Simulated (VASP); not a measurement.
Crystal: TePb.

```
Pb Te
1.0
     4.00229    0.00000    0.00000
     0.00000    4.00229    0.00000
     0.00000    0.00000    4.00229
Pb Te
1 1
Direct
  0.00000 0.00000 0.00000
  0.50000 0.50000 0.50000
```

Program: VASP 6.6.1. Alike in all runs: task single point; potentials or basis VASP PAW PBE potentials, release 64 (Pb_d, Te); no spin polarisation; cell as given.

Question: Order these runs on this cell by their pressure, lowest first.
A. level PBEsol; k mesh 7 × 7 × 7; cutoff (eV) 520; smearing fermi-dirac 0.05 eV
B. level PBE-based screened hybrid with 25 % exact exchange; k mesh 4 × 4 × 4; cutoff (eV) 400; smearing methfessel-paxton 0.1 eV; grid for exact exchange (PRECFOCK) Normal; share of exact exchange 0.25; screening parameter 0.3 1/Å
C. level BLYP; k mesh 7 × 7 × 7; cutoff (eV) 520; smearing fermi-dirac 0.05 eV

Answer: A (-2.7 GPa), B (-0.3 GPa), C (3.8 GPa).

Caveats: some runs use coarse meshes; the PAW data sets were made with another functional, which shifts forces and pressure a little; the cell stands under pressure (at least some runs).
